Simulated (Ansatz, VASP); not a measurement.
# One calculation of Si, two programs

```
Si
1.0
     3.84386    0.00000    0.00000
    -1.92193    3.32888    0.00000
     0.00000    0.00000    6.31256
Si
4
Cartesian
  0.0000 2.2193 -0.0029
  1.9219 1.1096 3.1534
  0.0000 2.2193 2.3638
  1.9219 1.1096 5.5201
```

Change from the starting cell: strained cell.

Alike in both runs: functional PBEsol; k mesh 9 × 9 × 6; occupations gaussian, width 0.01 eV; no spin polarisation.

Ansatz relaxed the structure, and its values are those at the end. VASP's run is a single point on that final structure, the one shown.

```csv
,VASP,Ansatz
version,VASP 6.6.1,Ansatz 0.2.0
potentials or method,"VASP PAW PBE potentials, release 64 (Si), cutoff 520 eV","scalar-relativistic, plane waves, PAW"
valence electrons in the cell,16,16
```

```tsv
	VASP	Ansatz	Ansatz less VASP
gap on the k mesh at the Fermi level (eV)	0.33	0.33	+0.007
least direct gap on the mesh (eV)	0.88	0.88	0.000
pressure (GPa)	-0.6	-0.7	-0.12
```

VASP's potentials were made for PBE, not for PBEsol, and Ansatz warns of the same on its side. Ansatz's warnings: stress scf threshold loose.
